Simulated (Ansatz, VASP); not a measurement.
**One calculation of HfC, two programs**

```
Hf C
1.0
     3.34287    0.00000    0.00000
    -1.67143    2.89501    0.00000
     0.00000    0.00000    5.20271
Hf C
2 2
Direct
  0.33333 0.66667 0.25000
  0.66667 0.33333 0.75000
  0.00000 0.00000 0.50000
  0.00000 0.00000 0.00000
```

Alike in both runs: functional r2SCAN; k mesh 9 × 9 × 5; occupations fermi-dirac, width 0.05 eV; no spin polarisation; Hubbard terms Hf d U = 3.0 eV.

|  | VASP | Ansatz |
| --- | --- | --- |
| version | VASP 6.6.1 | Ansatz 0.2.0 |
| potentials or method | VASP PAW PBE potentials, release 64 (Hf_pv, C) | Ansatz PAW |
| plane-wave cutoff (eV) | 520 | 500 |
| valence electrons in the cell | 28 | 60 |
| task | single point | band structure |

|  | VASP | Ansatz | Ansatz less VASP |
| --- | --- | --- | --- |
| gap on the k mesh at the Fermi level (eV) | none | none | - |
| pressure (GPa) | 6.9 | 1.6 | -5.31 |
| traceless stress, the component that is largest in VASP (GPa) | 5.61 | 6.62 | +1.006 |

VASP's potentials were made for PBE, not for r2SCAN. The programs project onto different local orbitals, so the same U acts differently, and such runs can settle in different states. A gap of «none» marks a metal or a gap that the smearing closes. VASP's potentials hold 28 valence electrons a cell and Ansatz's 60, so a difference there can come from the potentials and not from the codes.

Spin-orbit coupling is off throughout.
